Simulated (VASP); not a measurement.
W3C, 4 atoms in the cell. The cell holds a slab with vacuum, 4 atoms: a = 2.855 Å, b = 2.855 Å, c = 20.197 Å, α = 90.00°, β = 90.00°, γ = 120.00°. 

| Property | Result |
| --- | --- |
| Program | VASP 6.6.1 |
| Task | relaxation of the atoms |
| Functional | PBE |
| Potentials or basis | VASP PAW PBE potentials, release 64 (W_sv, C) |
| Cutoff | 520 eV |
| k mesh | 9 × 9 × 1 |
| Occupations | gaussian, width 0.1 eV |
| Spin | no spin polarisation |
| Dipole correction | yes |
| Atoms held fixed (from 0) | [0, 1, 2, 3] |
| Further INCAR settings | ALGO = Normal; EDIFF = 1e-06; IBRION = 2; EDIFFG = -0.025; NSW = 36 |

Potentials or basis: VASP PAW PBE potentials, release 64 (W_sv, C).

The run is started by

```console
$ cat potpaw_PBE.64/W_sv/POTCAR potpaw_PBE.64/C/POTCAR > POTCAR
$ mpirun -np 1 vasp_std > vasp.out
```

Hardware: 1 thread of Intel(R) Xeon(R) Platinum 8488C (Sapphire Rapids) (shared host).

**Question.** How long does it take, and how much memory?

**Answer.** It took 2.6 min on 1 thread of Intel(R) Xeon(R) Platinum 8488C (Sapphire Rapids) (shared host), peak memory 0.3 GiB. Counts: scf iterations 62, k points 12, ion steps 4.
